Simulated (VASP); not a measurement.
Here is a VASP 6.6.1 calculation.

The input INCAR:

```
ALGO = Normal ; EDIFF = 1E-7
ENCUT = 520 ; GGA = PE
ISIF = 2 ; ISMEAR = -1
LASPH = True ; LCHARG = False
LREAL = False ; LWAVE = False
NBANDS = 46 ; NELM = 60
PREC = Accurate ; SIGMA = 0.05
```

Contents of KPOINTS:

```
k-points
0
Gamma
  9 6 4
```

POSCAR

```
TiO2
1.0
    2.9788331133     -0.0000737085      0.0001279838
    0.0000919240      4.7768508694     -0.0233554730
    1.4891513035      0.2107387541      7.1224540893
Ti O
3 6
Direct
   -0.0228772008      0.0003766133      0.0007024720
    0.3462421764      0.4866045013      0.3170030991
    0.6624364494      0.5141486966      0.6844010539
    0.4442942222      0.1873629118      0.1282845404
    0.7830584824      0.3022910597      0.4493433691
    0.1060188215      0.3052123588      0.8047915964
    0.9100987013      0.6955384111      0.1966162827
    0.2317064152      0.6984624271      0.5520652221
    0.5718729224      0.8133900304      0.8731253543
```

Potentials or basis: VASP PAW PBE potentials, release 64 (Ti_sv, O).

The run is started by

```bash
$ cat potpaw_PBE.64/Ti_sv/POTCAR potpaw_PBE.64/O/POTCAR > POTCAR
$ mpirun -np 1 vasp_std > vasp.out
```

Question: Predict the pressure.

Answer: 0.7 GPa.

Question: What does it give for the largest force?

Answer: 0.065 eV/Å.

Forces on the atoms (eV/Å):
```
Ti   0.036  0.000  0.000
Ti   0.003  0.000 -0.038
Ti   0.003  0.000  0.038
O   -0.019  0.018  0.019
O   -0.002 -0.064  0.009
O    0.000 -0.016  0.012
O    0.000  0.016 -0.012
O   -0.002  0.064 -0.009
O   -0.019 -0.019 -0.019
```
